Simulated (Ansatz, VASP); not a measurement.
**F: VASP beside Ansatz**

INCAR

```
SYSTEM = F
  ALGO = Normal
  EDIFF = 1E-6
  EDIFFG = -0.005
  ENCUT = 600
  GGA = PE
  IBRION = 2
  ISIF = 3
  ISMEAR = -1
  LASPH = .TRUE.
  LCHARG = .FALSE.
  LREAL = .FALSE.
  LWAVE = .FALSE.
  NELM = 80
  NSW = 60
  PREC = Accurate
  SIGMA = 0.08
```

KPOINTS

```
k-points
0
G
  18 18 18
  0 0 0
```

The input POSCAR:

```
F
1.0
    0.0000000000      1.8662555784      1.8662555784
    1.8662555784      0.0000000000      1.8662555784
    1.8662555784      1.8662555784      0.0000000000
F
1
Direct
    0.0000000000      0.0000000000      0.0000000000
```

Input for Ansatz:

```yaml
crystal:
  lattice:
    - [0.0, 1.8662555784, 1.8662555784]
    - [1.8662555784, 0.0, 1.8662555784]
    - [1.8662555784, 1.8662555784, 0.0]
  atoms:
    - { symbol: F, position: [0.0, 0.0, 0.0] }
kpoints:
  mp_grid: { grid: [18, 18, 18] }
scf:
  occupations: { method: fermi_dirac, width: 0.08 }
hamiltonian:
  xc: pbe
  pseudopotentials: { kind: paw }
output:
  forces: true
  stress: true
relax:
  f_tol: 0.005
  max_steps: 40
  cell: {}
```

Alike in both runs: task relaxation of cell and atoms; functional PBE; k mesh 18 × 18 × 18; occupations fermi-dirac, width 0.08 eV; no spin polarisation.

|  | VASP | Ansatz |
| --- | --- | --- |
| version | VASP 6.6.1 | Ansatz 0.2.0 |
| potentials or method | VASP PAW PBE potentials, release 64 (F) | PAW with Ansatz's default frozen-core files, scalar-relativistic |
| plane-wave cutoff (eV) | 600 | 420 |
| valence electrons in the cell | 7 | 7 |

```tsv
	VASP	Ansatz	Ansatz less VASP
relaxed volume (Å³/atom)	10.04	10.21	+0.168
relaxed cell length with the largest relative difference (Å)	2.422	2.435	+0.0135
```

Noted on VASP's run: the volume moved by over 15 % at a fixed basis, so the end points are rough.
